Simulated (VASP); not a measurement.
Write the native input for VASP 6.6.1 that does the following.

```yaml
Task: single point
Functional: LDA
Potentials_or_basis: VASP PAW PBE potentials, release 64 (Lu, Cd)
Cutoff: 520 eV
k_mesh: 7 × 7 × 7
Occupations: fermi-dirac, width 0.1 eV
Spin: no spin polarisation
Dipole_correction: no
Further_INCAR_settings: ALGO = Normal; EDIFF = 1e-07; NBANDS = 26
```

The structure of LuCd lies in POSCAR:

```
LuCd
1.0
    3.6409900000      0.0000000000      0.0000000000
    0.0000000000      3.6409900000      0.0000000000
    0.0000000000      0.0000000000      3.6409900000
Lu Cd
1 1
Direct
    0.4972534942      0.5000000000      0.5000000000
    0.0000000000      0.0000000000      0.0000000000
```

These files were run (other wordings do the same):

INCAR

```
PREC = Accurate
ENCUT = 520
EDIFF = 1E-7
ISMEAR = -1
SIGMA = 0.1
LREAL = F
LASPH = T
NELM = 60
ALGO = Normal
ISIF = 2
LWAVE = F
LCHARG = F
GGA = CA
NBANDS = 26
```

KPOINTS

```
Automatic mesh
0
Gamma
  7 7 7
```

Potentials or basis: VASP PAW PBE potentials, release 64 (Lu, Cd).

The run is started by

```sh
$ cat potpaw_PBE.64/Lu/POTCAR potpaw_PBE.64/Cd/POTCAR > POTCAR
$ mpirun -np 1 vasp_std > vasp.out
```

It gave:

```yaml
Pressure: -4.4 GPa
Largest_force: 0.028 eV/Å
```

Caveat: the PAW data sets were made with another functional, which shifts forces and pressure a little.

Run time: 30 s on 1 thread of Intel(R) Xeon(R) Platinum 8488C (Sapphire Rapids) (shared host), peak memory 0.18 GiB.
